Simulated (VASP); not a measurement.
# V (P6_3/mmc) in VASP: a series of runs, part 2 of 2

VASP 6.6.1. The steps go on from the part before.

## 4. Single point, r2SCAN

This run uses another cell than the first one: it holds 4 atoms, not 2.

File POSCAR:

```
V
1.0
    4.1973706332      0.0000000000      0.0000000000
   -2.0986853166      3.6350295974      0.0000000000
    0.0000000000      0.0000000000      4.0624530092
V
4
Direct
    0.0000000000      0.0000000000      0.2500000000
    0.0000000000      0.0000000000      0.7500000000
    0.3333333333      0.6666666667      0.7500000000
    0.6666666667      0.3333333333      0.2500000000
```

File INCAR.step1:

```
ALGO = Normal
EDIFF = 1E-4
ENCUT = 520
GGA = PE
ISMEAR = 0
LASPH = True
LCHARG = False
LREAL = False
LWAVE = True
NBANDS = 34
NELM = 60
PREC = Accurate
SIGMA = 0.1
```

File INCAR.step2:

```
ALGO = Normal
EDIFF = 1E-6
ENCUT = 520
ISIF = 2
ISMEAR = 0
ISTART = 1
LASPH = True
LCHARG = True
LELF = True
LMIXTAU = True
LREAL = False
LVHAR = True
LWAVE = False
METAGGA = R2SCAN
NBANDS = 34
NELM = 60
PREC = Accurate
SIGMA = 0.1
```

File KPOINTS:

```
k-points
0
Gamma
  12 12 12
```

Potentials or basis: VASP PAW PBE potentials, release 64 (V_sv).

Started as:

```
$ cat potpaw_PBE.64/V_sv/POTCAR > POTCAR
$ cp INCAR.step1 INCAR
$ mpirun -np 1 vasp_std > vasp.out
$ cp INCAR.step2 INCAR
$ mpirun -np 1 vasp_std > vasp.out
```

OUTCAR:

```text
EDIFF = 1E-6
   ENCUT = 520
   ISIF = 2
   ISMEAR = 0
   ISTART = 1
   LASPH = True
   LREAL = False
   METAGGA = R2SCAN
   NELM = 60
   PREC = Accurate

 ion  position               nearest neighbor table
   1  0.000  0.000  0.250-   2 2.03   2 2.03   4 2.42   4 2.42   4 2.42
   2  0.000  0.000  0.750-   1 2.03   1 2.03   3 2.42   3 2.42   3 2.42
   3  0.333  0.667  0.750-   2 2.42   2 2.42   2 2.42
   4  0.667  0.333  0.250-   1 2.42   1 2.42   1 2.42
[... 1090 lines left out ...]

  FORCE on cell =-STRESS in cart. coord.  units (eV):
  Direction    XX          YY          ZZ          XY          YZ          ZX
  --------------------------------------------------------------------------------------
  -------------------------------------------------------------------------------------
  Total        0.2107843      0.2107843      1.3399392      0.0000000     -0.0000000      0.0000000
  in kB        5.4484775      5.4484775     34.6355466      0.0000000     -0.0000000      0.0000000
  external PRESSURE =      15.1775006 kB  Pullay stress =       0.0000000 kB

 VOLUME and BASIS-vectors are now :
 -----------------------------------------------------------------------------
  energy-cutoff  :      520.00
  volume of cell :       61.98
      direct lattice vectors                 reciprocal lattice vectors
     4.197370633  0.000000000  0.000000000     0.238244389  0.137550462  0.000000000
    -2.098685317  3.635029597  0.000000000     0.000000000  0.275100924  0.000000000
     0.000000000  0.000000000  4.062453009     0.000000000  0.000000000  0.246156693

 POSITION                                       TOTAL-FORCE (eV/Angst)
 -----------------------------------------------------------------------------------
      0.00000      0.00000      1.01561         0.000000     -0.000000     -0.000000
      0.00000      0.00000      3.04684         0.000000      0.000000      0.000000
     -0.00000      2.42335      3.04684        -0.000000     -0.000000      0.000000
      2.09869      1.21168      1.01561         0.000000      0.000000      0.000000
 -----------------------------------------------------------------------------------
    total drift:                               -0.000000      0.000000     -0.000000

  FREE ENERGIE OF THE ION-ELECTRON SYSTEM (eV)
  ---------------------------------------------------
  free  energy   TOTEN  =       -51.6937845542 eV

  energy  without entropy=      -51.6616298186  energy(sigma->0) =      -51.67770719
```

OUTCAR.step1:

```text
EDIFF = 1E-4
   ENCUT = 520
   GGA = PE
   ISMEAR = 0
[... 1120 lines left out ...]
      0.00000      0.00000      1.01561         0.000000     -0.000000     -0.000000
      0.00000      0.00000      3.04684        -0.000000      0.000000     -0.000000
     -0.00000      2.42335      3.04684         0.000000      0.000000     -0.000000
      2.09869      1.21168      1.01561        -0.000000      0.000000      0.000000
 -----------------------------------------------------------------------------------
    total drift:                               -0.000000      0.000000     -0.000000

  FREE ENERGIE OF THE ION-ELECTRON SYSTEM (eV)
  ---------------------------------------------------
  free  energy   TOTEN  =       -31.3900541491 eV

  energy  without entropy=      -31.3566079744  energy(sigma->0) =      -31.37333106
```

It took 25 min on 1 thread of Oxide Virtual Turin-like, shared host; peak memory 0.29 GiB.

Results:

```
Free energy            : -51.6938 eV
Pressure               : 1.5 GPa
Band gap on the k mesh : zero (bands 26 and 27 overlap by 0.60 eV)
```

Stress tensor (GPa, compression positive):
```
0.54 0.00 0.00
0.00 0.54 0.00
0.00 0.00 3.46
```

Levels at points of the mesh, in eV from the Fermi level:
| k point | band 24 | band 25 | band 26 | band 27 | band 28 | band 29 |
| --- | --- | --- | --- | --- | --- | --- |
| (0.00, 0.00, 0.00) | -0.50 | -0.50 | -0.07 | -0.07 | 0.68 | 0.68 |
| (0.50, 0.00, 0.00) | -0.61 | -0.30 | -0.27 | -0.25 | 0.67 | 1.28 |
| (0.00, 0.00, 0.50) | 0.06 | 0.06 | 0.06 | 0.59 | 0.59 | 1.47 |
| (0.50, 0.00, 0.50) | -0.99 | -0.72 | -0.72 | 0.45 | 0.45 | 1.51 |

Caveat: atoms lie so close that the PAW spheres overlap strongly, which falsifies energies and pressures; the PAW data sets were made with another functional, which shifts forces and pressure a little.

## 5. Summary

```csv
task,spin,cell,k mesh,cutoff (eV),gap on the mesh (eV),pressure (GPa),moment (μB)
single point,"collinear, ferromagnetic start","a = 2.598, b = 2.598, c = 4.670 Å, angles 90.0, 90.0, 120.0°, 2 atoms, atomic positions A",9 × 9 × 4,520,none,0.6,0.04
relaxation of cell and atoms,"collinear, ferromagnetic start","relaxed from a = 2.782, b = 2.782, c = 4.515 Å, angles 90.0, 90.0, 120.0°, 2 atoms, atomic positions A",9 × 9 × 4,600,none,0.0,0.00
single point,off,"a = 4.197, b = 4.197, c = 4.062 Å, angles 90.0, 90.0, 120.0°, 4 atoms, atomic positions B",12 × 12 × 12,520,none,1.5,-
```

Alike in all rows: level r2SCAN; potentials or basis VASP PAW PBE potentials, release 64 (V_sv); smearing gaussian 0.1 eV.

Caveats: the PAW data sets were made with another functional, which shifts forces and pressure a little; the moments typed at the start vanished in this run (at least some runs); atoms lie so close that the PAW spheres overlap strongly, which falsifies energies and pressures (at least some runs).

Total energies depend on the potentials used, so only differences within one code and one set of settings carry meaning.
